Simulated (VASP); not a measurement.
# KTaO3 (P4/mmm) in VASP: further runs, part 2 of 3

VASP 6.6.1. The steps go on from the part before.

## Step 3: Single point, PBEsol (biaxial strain in the a-b plane: -3.0 %)

Contents of INCAR:

```
SYSTEM = KTaO3
PREC = Accurate
ENCUT = 520
EDIFF = 1E-6
ISMEAR = 0
SIGMA = 0.02
LREAL = .FALSE.
LASPH = .TRUE.
NELM = 100
ALGO = Normal
ISIF = 2
LWAVE = .FALSE.
LCHARG = .FALSE.
GGA = PS
NBANDS = 27
```

Contents of KPOINTS:

```
Automatic mesh
0
G
  8 8 8
  0 0 0
```

Contents of POSCAR:

```
KTaO3
1.0
    3.8660436127      0.0000000000      0.0000000000
    0.0000000000      3.8660436127      0.0000000000
    0.0000000000      0.0000000000      4.0573529873
K Ta O
1 1 3
Direct
    0.5000000000      0.5000000000      0.5000000000
    0.0000000000      0.0000000000      0.0000000000
    0.0000000000      0.5000000000      0.0000000000
    0.0000000000      0.0000000000      0.5000000000
    0.5000000000      0.0000000000      0.0000000000
```

Potentials or basis: VASP PAW PBE potentials, release 64 (K_sv, Ta_pv, O).

Started as:

```bash
$ cat potpaw_PBE.64/K_sv/POTCAR potpaw_PBE.64/Ta_pv/POTCAR potpaw_PBE.64/O/POTCAR > POTCAR
$ mpirun -np 1 vasp_std > vasp.out
```

OUTCAR:

```text
SYSTEM = KTaO3
   PREC = Accurate
   ENCUT = 520
   EDIFF = 1E-6
   ISMEAR = 0
   LREAL = .FALSE.
   LASPH = .TRUE.
   NELM = 100
   ISIF = 2
   GGA = PS

 ion  position               nearest neighbor table
   1  0.500  0.500  0.500-   4 2.73   4 2.73   4 2.73   4 2.73   5 2.80   3 2.80   5 2.80   5 2.80
                             3 2.80   5 2.80   3 2.80   3 2.80   2 3.40   2 3.40   2 3.40   2 3.40
   2  0.000  0.000  0.000-   3 1.93   5 1.93   3 1.93   5 1.93   4 2.03   4 2.03   1 3.40   1 3.40
                             1 3.40   1 3.40   1 3.40   1 3.40   1 3.40   1 3.40
   3  0.000  0.500  0.000-   2 1.93   2 1.93   1 2.80   1 2.80   1 2.80   1 2.80
   4  0.000  0.000  0.500-   2 2.03   2 2.03   1 2.73   1 2.73   1 2.73   1 2.73
   5  0.500  0.000  0.000-   2 1.93   2 1.93   1 2.80   1 2.80   1 2.80   1 2.80

  LATTYP: Found a simple tetragonal cell.
 ALAT       =     3.8660436127
 C/A-ratio  =     1.0494845361

  Lattice vectors:

 A1 = (   3.8660436127,   0.0000000000,   0.0000000000)
 A2 = (   0.0000000000,   3.8660436127,   0.0000000000)
 A3 = (   0.0000000000,   0.0000000000,   4.0573529873)

Analysis of symmetry for initial positions (statically):
=====================================================================
 Subroutine PRICEL returns:
 Original cell was already a primitive cell.

 Routine SETGRP: Setting up the symmetry group for a
 simple tetragonal supercell.

 Subroutine GETGRP returns: Found 16 space group operations
 (whereof 16 operations were pure point group operations)
 out of a pool of 16 trial point group operations.

The static configuration has the point symmetry D_4h.

Analysis of symmetry for dynamics (positions and initial velocities):
=====================================================================
 Subroutine PRICEL returns:
 Original cell was already a primitive cell.

 Routine SETGRP: Setting up the symmetry group for a
 simple tetragonal supercell.

 Subroutine GETGRP returns: Found 16 space group operations
 (whereof 16 operations were pure point group operations)
 out of a pool of 16 trial point group operations.

The dynamic configuration has the point symmetry D_4h.

 Subroutine INISYM returns: Found 16 space group operations
 (whereof 16 operations are pure point group operations),
 and found     1 'primitive' translations

----------------------------------------------------------------------------------------

                                     Primitive cell

  volume of cell :      60.6424

  direct lattice vectors                    reciprocal lattice vectors
     3.866043613  0.000000000  0.000000000     0.258662369  0.000000000  0.000000000
     0.000000000  3.866043613  0.000000000     0.000000000  0.258662369  0.000000000
     0.000000000  0.000000000  4.057352987     0.000000000  0.000000000  0.246466108

  length of vectors
     3.866043613  3.866043613  4.057352987     0.258662369  0.258662369  0.246466108

  position of ions in fractional coordinates (direct lattice)
     0.500000000  0.500000000  0.500000000
     0.000000000  0.000000000  0.000000000
     0.000000000  0.500000000  0.000000000
     0.000000000  0.000000000  0.500000000
     0.500000000  0.000000000  0.000000000
[... 33 lines left out ...]
 Found     75 irreducible k-points:

 Following reciprocal coordinates:
            Coordinates               Weight
  0.000000  0.000000  0.000000      1.000000
  0.125000  0.000000  0.000000      4.000000
  0.250000  0.000000  0.000000      4.000000
  0.375000  0.000000  0.000000      4.000000
  0.500000  0.000000  0.000000      2.000000
  0.125000  0.125000  0.000000      4.000000
[... 16 lines left out ...]
  0.375000  0.125000  0.125000     16.000000
  0.500000  0.125000  0.125000      8.000000
 [... further k-points ...]
   k-points           NKPTS =     75   k-points in BZ     NKDIM =     75   number of bands    NBANDS=     27
   number of dos      NEDOS =    301   number of ions     NIONS =      5
   total plane-waves  NPLWV =  27000
   dimension x,y,z NGX =    30 NGY =   30 NGZ =   30
   dimension x,y,z NGXF=    60 NGYF=   60 NGZF=   60
   ions per type =               1   1   3
   NGX,Y,Z   is equivalent  to a cutoff of  12.90, 12.90, 12.29 a.u.
   NGXF,Y,Z  is equivalent  to a cutoff of  25.80, 25.80, 24.58 a.u.
 SYSTEM =  KTaO3
   PREC   = accura    normal or accurate (medium, high low for compatibility)
   ISTART =      0    job   : 0-new  1-cont  2-samecut
   ICHARG =      2    charge: 1-file 2-atom 10-const
   ISPIN  =      1    spin polarized calculation?
   LNONCOLLINEAR =      F non collinear calculations
   LSORBIT =      F    spin-orbit coupling
   LASPH  =      T    aspherical Exc in radial PAW
   ENCUT  =  520.0 eV  38.22 Ry    6.18 a.u.   7.19  7.19  7.54*2*pi/ulx,y,z
   NELM   =    100;   NELMIN=  2; NELMDL= -5     # of ELM steps
   EDIFF  = 0.1E-05   stopping-criterion for ELM
   LREAL  =      F    real-space projection
   EDIFFG = 0.1E-04   stopping-criterion for IOM
   NSW    =      0    number of steps for IOM
   IBRION =     -1    ionic relax: 0-MD 1-quasi-New 2-CG
   NFREE  =      0    steps in history (QN), initial steepest desc. (CG)
   ISIF   =      2    stress and relaxation
   ISYM   =      2    0-nonsym 1-usesym 2-fastsym
   POTIM  = 0.5000    time-step for ionic-motion
   TEBEG  =    0.0;   TEEND  =   0.0 temperature during run
   PSTRESS=    0.0 pullay stress
   NELECT =      38.0000    total number of electrons
   NUPDOWN=      -1.0000    fix difference up-down
   EMIN   =  10.00;   EMAX   =-10.00  energy-range for DOS
   EFERMI =   0.00;   METHOD = LEGACY
   ISMEAR =     0;   SIGMA  =   0.02  broadening in eV -4-tet -1-fermi 0-gaus
   EFERMI_NEDOS =   21; number of points for ismear=-14 and -15
   IALGO  =     38    algorithm
   IMIX   =      4    mixing-type and parameters
     AMIX     =   0.40;   BMIX     =  1.00
     AMIX_MAG =   1.60;   BMIX_MAG =  1.00
  volume/ion in A,a.u.               =      12.13        81.85
  Fermi-wavevector in a.u.,A,eV,Ry     =   1.400911  2.647338 26.702143  1.962552
  Thomas-Fermi vector in A             =   2.523825
   LORBIT       =      0    0 simple, 1 ext, 2 COOP (PROOUT), +10 PAW based schemes
   GGA     = PS    functional components
   LHFCALC =     F    Hartree Fock is set to
   AEXX    =    0.0000 exact exchange contribution
   IVDW    =     0    specifies the selected vdW correction
   LEPSILON=     F    determine dielectric tensor
   LRPA    =     F    only Hartree local field effects (RPA)
 non-spin polarized calculation
 Gauss-broadening in eV      SIGMA  =   0.02
  energy-cutoff  :      520.00
  volume of cell :       60.64
 maximum number of plane-waves:      1656
 NGX is ok and might be reduce to    30
   NGX = 15   NGY = 15   NGZ = 15

 number of electron      38.0000016 magnetization

 Free energy of the ion-electron system (eV)
  ---------------------------------------------------
  ext. energy  EPLUGINS =         0.00000000
  ---------------------------------------------------
  free energy    TOTEN  =       -42.69826990 eV

  energy without entropy =      -42.69826990  energy(sigma->0) =      -42.69826990

 E-fermi :   2.2010     XC(G=0): -11.3781

 val. band max:        2.0048937322   @ k =   0.5000   0.5000   0.5000
 cond. band min:       4.1269402004   @ k =   0.0000   0.0000   0.0000
 fundamental gap:      2.1220464681
 Fermi energy:         2.2010472282

 k-point     1 :       0.0000    0.0000    0.0000
  band No.  band energies     occupation
      1     -31.9244      2.00000
      2     -31.9244      2.00000
      3     -31.8303      2.00000
      4     -25.1008      2.00000
      5     -15.7961      2.00000
      6     -15.1819      2.00000
[... 709 lines left out ...]
     26      11.9183      0.00000
     27      12.7401      0.00000

 [... further k-points ...]

------------------------ aborting loop because EDIFF is reached ----------------------------------------

  FORCE on cell =-STRESS in cart. coord.  units (eV):
  Direction    XX          YY          ZZ          XY          YZ          ZX
  --------------------------------------------------------------------------------------
  -------------------------------------------------------------------------------------
  Total        6.9805413      6.9805413     -0.8714237      0.0000000      0.0000000      0.0000000
  in kB      184.4265297    184.4265297    -23.0230925      0.0000000      0.0000000      0.0000000
  external PRESSURE =     115.2766556 kB  Pullay stress =       0.0000000 kB

 VOLUME and BASIS-vectors are now :
 -----------------------------------------------------------------------------
  energy-cutoff  :      520.00
  volume of cell :       60.64
      direct lattice vectors                 reciprocal lattice vectors
     3.866043613  0.000000000  0.000000000     0.258662369  0.000000000  0.000000000
     0.000000000  3.866043613  0.000000000     0.000000000  0.258662369  0.000000000
     0.000000000  0.000000000  4.057352987     0.000000000  0.000000000  0.246466108

 POSITION                                       TOTAL-FORCE (eV/Angst)
 -----------------------------------------------------------------------------------
      1.93302      1.93302      2.02868         0.000000      0.000000      0.000000
      0.00000      0.00000      0.00000         0.000000      0.000000      0.000000
      0.00000      1.93302      0.00000         0.000000      0.000000      0.000000
      0.00000      0.00000      2.02868         0.000000      0.000000      0.000000
      1.93302      0.00000      0.00000         0.000000      0.000000      0.000000
 -----------------------------------------------------------------------------------
    total drift:                                0.000000     -0.000000      0.000000

  FREE ENERGIE OF THE ION-ELECTRON SYSTEM (eV)
  ---------------------------------------------------
  free  energy   TOTEN  =       -42.6982698960 eV

  energy  without entropy=      -42.6982698960  energy(sigma->0) =      -42.69826990
```

OSZICAR:

```text
N       E                     dE             d eps       ncg     rms          rms(c)
DAV:   1     0.320955076895E+03    0.32096E+03   -0.20805E+04  4050   0.142E+03
DAV:   2    -0.314258191738E+02   -0.35238E+03   -0.34159E+03  4791   0.407E+02
DAV:   3    -0.496458032188E+02   -0.18220E+02   -0.18132E+02  5556   0.906E+01
DAV:   4    -0.503806553417E+02   -0.73485E+00   -0.73369E+00  6804   0.111E+01
DAV:   5    -0.503849927777E+02   -0.43374E-02   -0.43369E-02  5333   0.865E-01    0.375E+01
DAV:   6    -0.429452492477E+02    0.74397E+01   -0.30270E+01  4824   0.384E+01    0.150E+01
DAV:   7    -0.427747791123E+02    0.17047E+00   -0.14930E+00  5376   0.801E+00    0.101E+01
DAV:   8    -0.427110062802E+02    0.63773E-01   -0.30640E-01  4809   0.454E+00    0.244E+00
DAV:   9    -0.426991908378E+02    0.11815E-01   -0.27366E-02  5182   0.124E+00    0.302E-01
DAV:  10    -0.426982719886E+02    0.91885E-03   -0.94207E-03  5506   0.648E-01    0.159E-01
DAV:  11    -0.426982529385E+02    0.19050E-04   -0.70765E-04  5482   0.175E-01    0.309E-02
DAV:  12    -0.426982688827E+02   -0.15944E-04   -0.30472E-05  5795   0.434E-02    0.921E-03
DAV:  13    -0.426982699861E+02   -0.11034E-05   -0.24746E-06  4585   0.115E-02    0.533E-03
DAV:  14    -0.426982698960E+02    0.90127E-07   -0.73868E-07  3434   0.566E-03
   1 F= -.42698270E+02 E0= -.42698270E+02  d E =-.739987E-46
```

Run time: 2.8 min. Hardware: 1 thread of Intel Xeon 8259CL, shared host; peak memory 0.25 GiB.

Results:

* Free energy: -42.6983 eV
* Pressure: 11.5 GPa
* Band gap on the k mesh: 2.12 eV, indirect (least direct gap 2.68 eV)

Caveat: the cell differs from its parent crystal (biaxial strain in the a-b plane: -3.0 %); the PAW data sets were made with another functional, which shifts forces and pressure a little; spin-orbit coupling is left out, which moves the levels of the heavy elements. A k mesh can miss the band edges.

## Step 4: Single point, PBEsol (biaxial strain in the a-b plane: -1.5 %, then relaxed in part)

Contents of INCAR:

```
PREC     = Accurate       # precision mode
ENCUT    = 520            # plane-wave cutoff, eV
EDIFF    = 1E-7           # SCF threshold, eV
ISMEAR   = 0              # smearing method
SIGMA    = 0.02           # smearing width, eV
LREAL    = F              # projectors in reciprocal space
LASPH    = T              # aspherical terms in the spheres
NELM     = 100            # most SCF steps
ALGO     = Normal         # electronic algorithm
ISIF     = 2              # what is computed and relaxed
LWAVE    = F              # write WAVECAR
LCHARG   = F              # write CHGCAR
GGA      = PS             # functional
NBANDS   = 27             # bands
```

Contents of KPOINTS:

```
Automatic mesh
0
Gamma
  8 8 8
```

POSCAR: that of step 3 with these lines changed.

```diff
@@ -2,5 +2,5 @@
 1.0
-    3.8660436127      0.0000000000      0.0000000000
-    0.0000000000      3.8660436127      0.0000000000
-    0.0000000000      0.0000000000      4.0573529873
+    3.9258277923      0.0000000000      0.0000000000
+    0.0000000000      3.9258277923      0.0000000000
+    0.0000000000      0.0000000000      4.0064599175
 K Ta O
```

Potentials or basis: VASP PAW PBE potentials, release 64 (K_sv, Ta_pv, O).

Started as:

```bash
$ cat potpaw_PBE.64/K_sv/POTCAR potpaw_PBE.64/Ta_pv/POTCAR potpaw_PBE.64/O/POTCAR > POTCAR
$ mpirun -np 1 vasp_std > vasp.out
```

OUTCAR:

```text
PREC = Accurate
   ENCUT = 520
   EDIFF = 1E-7
   ISMEAR = 0
   LREAL = F
   LASPH = T
   NELM = 100
   ISIF = 2
   GGA = PS

 ion  position               nearest neighbor table
   1  0.500  0.500  0.500-   4 2.78   4 2.78   4 2.78   4 2.78   5 2.80   3 2.80   5 2.80   5 2.80
                             3 2.80   5 2.80   3 2.80   3 2.80   2 3.42   2 3.42   2 3.42   2 3.42
   2  0.000  0.000  0.000-   3 1.96   5 1.96   3 1.96   5 1.96   4 2.00   4 2.00   1 3.42   1 3.42
                             1 3.42   1 3.42   1 3.42   1 3.42   1 3.42   1 3.42
   3  0.000  0.500  0.000-   2 1.96   2 1.96   1 2.80   1 2.80   1 2.80   1 2.80
[... 928 lines left out ...]
  -------------------------------------------------------------------------------------
  Total        3.5197537      3.5197537      0.2897188      0.0000000      0.0000000      0.0000000
  in kB       91.3270784     91.3270784      7.5173354      0.0000000      0.0000000      0.0000000
  external PRESSURE =      63.3904974 kB  Pullay stress =       0.0000000 kB

 VOLUME and BASIS-vectors are now :
 -----------------------------------------------------------------------------
  energy-cutoff  :      520.00
  volume of cell :       61.75
      direct lattice vectors                 reciprocal lattice vectors
     3.925827792  0.000000000  0.000000000     0.254723348  0.000000000  0.000000000
     0.000000000  3.925827792  0.000000000     0.000000000  0.254723348  0.000000000
     0.000000000  0.000000000  4.006459917     0.000000000  0.000000000  0.249596906

 POSITION                                       TOTAL-FORCE (eV/Angst)
 -----------------------------------------------------------------------------------
      1.96291      1.96291      2.00323         0.000000      0.000000      0.000000
      0.00000      0.00000      0.00000         0.000000      0.000000      0.000000
      0.00000      1.96291      0.00000         0.000000      0.000000      0.000000
      0.00000      0.00000      2.00323         0.000000      0.000000      0.000000
      1.96291      0.00000      0.00000         0.000000      0.000000      0.000000
 -----------------------------------------------------------------------------------
    total drift:                                0.000000     -0.000000      0.000000

  FREE ENERGIE OF THE ION-ELECTRON SYSTEM (eV)
  ---------------------------------------------------
  free  energy   TOTEN  =       -42.8636698054 eV

  energy  without entropy=      -42.8636698054  energy(sigma->0) =      -42.86366981
```

stdout:

```text
POSCAR found type information on POSCAR K TaO
 POSCAR found :  3 types and       5 ions
 scaLAPACK will be used
 -----------------------------------------------------------------------------
|                                                                             |
|                                                                             |
|     You enforced a specific xc type in the INCAR file but a different       |
|     I HOPE YOU KNOW WHAT YOU ARE DOING!                                     |
|                                                                             |
 -----------------------------------------------------------------------------

 LDA part: xc-table for (Slater+PW92), standard interpolation
 POSCAR, INCAR and KPOINTS ok, starting setup
 FFT: planning ... GRIDC
 FFT: planning ... GRID_SOFT
 FFT: planning ... GRID
 WAVECAR not read
 entering main loop
```

Wall time 2.7 min (1 thread of Intel Xeon 8259CL, shared host); peak memory 0.26 GiB.

What came out:

| Item | Value |
| --- | --- |
| Free energy | -42.8637 eV |
| Pressure | 6.3 GPa |
| Band gap on the k mesh | 2.12 eV, indirect (least direct gap 2.72 eV) |

Caveat: the cell differs from its parent crystal (biaxial strain in the a-b plane: -1.5 %, then relaxed in part); the PAW data sets were made with another functional, which shifts forces and pressure a little; spin-orbit coupling is left out, which moves the levels of the heavy elements.

(Continued in part 3 of 3.)
